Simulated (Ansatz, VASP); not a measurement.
## Two plane-wave programs on ScAl

File POSCAR:

```
ScAl
1.0
    3.2648287446      0.0000000000      0.0000000000
    0.0000000000      3.2648287446      0.0000000000
    0.0000000000      0.0000000000      3.2648287446
Sc Al
1 1
Direct
    0.5000000000      0.5000000000      0.5000000000
    0.0000000000      0.0000000000      0.0000000000
```

File INCAR.step1:

```
SYSTEM = ScAl
PREC = Accurate
ENCUT = 520
ISMEAR = 0
SIGMA = 0.1
LREAL = .FALSE.
LASPH = .TRUE.
NELM = 80
NBANDS = 14
GGA = PE
ALGO = Normal
EDIFF = 1E-4
LWAVE = .TRUE.
LCHARG = .FALSE.
```

File INCAR.step2:

```
SYSTEM = ScAl
PREC = Accurate
ENCUT = 520
EDIFF = 1E-7
ISMEAR = 0
SIGMA = 0.1
LREAL = .FALSE.
LASPH = .TRUE.
NELM = 80
ALGO = Normal
ISIF = 2
LWAVE = .FALSE.
LCHARG = .FALSE.
METAGGA = R2SCAN
LMIXTAU = .TRUE.
NBANDS = 14
ISTART = 1
```

Contents of KPOINTS:

```
Automatic mesh
0
G
  12 12 12
  0 0 0
```

Input for Ansatz:

```yaml
crystal:
  lattice:
    - [3.2648287446, 0.0, 0.0]
    - [0.0, 3.2648287446, 0.0]
    - [0.0, 0.0, 3.2648287446]
  atoms:
    - { symbol: Sc, position: [0.5, 0.5, 0.5] }
    - { symbol: Al, position: [0.0, 0.0, 0.0] }
basis:
  ecutwfc: 500
kpoints:
  mp_grid: { grid: [12, 12, 12] }
hamiltonian:
  xc: r2scan
scf:
  occupations: { method: gaussian, width: 0.1 }
output:
  forces: true
  stress: true
  eigenvalues: true
```

Alike in both runs: task single point; functional r2SCAN; k mesh 12 × 12 × 12; occupations gaussian, width 0.1 eV; no spin polarisation.

|  | VASP | Ansatz |
| --- | --- | --- |
| version | VASP 6.6.1 | Ansatz 0.2.0 |
| potentials or method | VASP PAW PBE potentials, release 64 (Sc_sv, Al), cutoff 520 eV | scalar-relativistic, plane waves, PAW |
| valence electrons in the cell | 14 | 14 |

```csv
,VASP,Ansatz,Ansatz less VASP
gap on the k mesh at the Fermi level (eV),none,none,-
pressure (GPa),9.6,9.4,-0.26
```

VASP's potentials were made for PBE, not for r2SCAN. A gap of «none» marks a metal or a gap that the smearing closes.
